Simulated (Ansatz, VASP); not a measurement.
**C in VASP and in Ansatz**

POSCAR

```
C
1.0
    1.2159619696     -2.1479622876      0.0091232276
    1.2232502972      2.1521701653     -0.0413730204
   -0.0941886657     -0.0851463517      7.1476530721
C
4
Direct
    0.1034933285      0.9456230676      0.7488005552
    0.5908149738      0.4138432831      0.2394105085
    0.9242568809      0.0859987362      0.2421136921
    0.4285181549      0.5893271320      0.7486182121
```

Contents of INCAR.step1:

```
PREC     = Accurate       # precision mode
ENCUT    = 520            # plane-wave cutoff, eV
ISMEAR   = 0              # smearing method
SIGMA    = 0.1            # smearing width, eV
LREAL    = F              # projectors in reciprocal space
LASPH    = T              # aspherical terms in the spheres
NELM     = 60             # most SCF steps
NBANDS   = 16             # bands
GGA      = PE             # functional
ALGO     = Normal         # electronic algorithm
EDIFF    = 1E-4           # SCF threshold, eV
LWAVE    = T              # write WAVECAR
LCHARG   = F              # write CHGCAR
```

File INCAR.step2:

```
PREC     = Accurate       # precision mode
ENCUT    = 520            # plane-wave cutoff, eV
EDIFF    = 1E-6           # SCF threshold, eV
ISMEAR   = 0              # smearing method
SIGMA    = 0.1            # smearing width, eV
LREAL    = F              # projectors in reciprocal space
LASPH    = T              # aspherical terms in the spheres
NELM     = 60             # most SCF steps
ALGO     = Normal         # electronic algorithm
ISIF     = 2              # what is computed and relaxed
LWAVE    = F              # write WAVECAR
LCHARG   = T              # write CHGCAR
METAGGA  = R2SCAN         # meta-GGA
LMIXTAU  = T            
LELF     = T              # ELF
LVHAR    = T            
NBANDS   = 16             # bands
ISTART   = 1
```

The input KPOINTS:

```
Automatic mesh
0
Gamma
  4 4 2
```

Input for Ansatz:

```yaml
crystal:
  lattice:
    - [1.2159619696, -2.1479622876, 0.0091232276]
    - [1.2232502972, 2.1521701653, -0.0413730204]
    - [-0.0941886657, -0.0851463517, 7.1476530721]
  atoms:
    - { symbol: C, position: [0.1034933285, 0.9456230676, 0.7488005552] }
    - { symbol: C, position: [0.5908149738, 0.4138432831, 0.2394105085] }
    - { symbol: C, position: [0.9242568809, 0.0859987362, 0.2421136921] }
    - { symbol: C, position: [0.4285181549, 0.589327132, 0.7486182121] }
basis:
  ecutwfc: 500
kpoints:
  mp_grid: { grid: [4, 4, 2] }
hamiltonian:
  xc: r2scan
scf:
  occupations: { method: gaussian, width: 0.1 }
output:
  forces: true
  stress: true
  eigenvalues: true
```

Change from the starting cell: kmesh displaced: [4, 4, 2] Gamma-centred.

Alike in both runs: task single point; functional r2SCAN; k mesh 4 × 4 × 2; occupations gaussian, width 0.1 eV; no spin polarisation.

|  | VASP | Ansatz |
| --- | --- | --- |
| version | VASP 6.6.1 | Ansatz 0.2.0 |
| potentials or method | VASP PAW PBE potentials, release 64 (C), cutoff 520 eV | scalar-relativistic, plane waves, PAW |
| valence electrons in the cell | 16 | 16 |

Ansatz gave:

```
gap on the k mesh at the Fermi level (eV)                     : 3.22
least direct gap on the mesh (eV)                             : 3.22
pressure (GPa)                                                : -1.4
traceless stress, the component that is largest in VASP (GPa) : -10.21
rms of the force components (eV/Å)                            : 1.336
```

Problem. Estimate VASP's values.

Solution. gap on the k mesh at the Fermi level (eV): 3.23; least direct gap on the mesh (eV): 3.23; pressure (GPa): -0.8; traceless stress, the component that is largest in VASP (GPa): -9.92; rms of the force components (eV/Å): 1.341.

VASP's potentials were made for PBE, not for r2SCAN. Atom by atom the forces differ by 0.006 eV/Å (rms over components).

The k mesh is coarse, so the values compare programs but aren't converged.
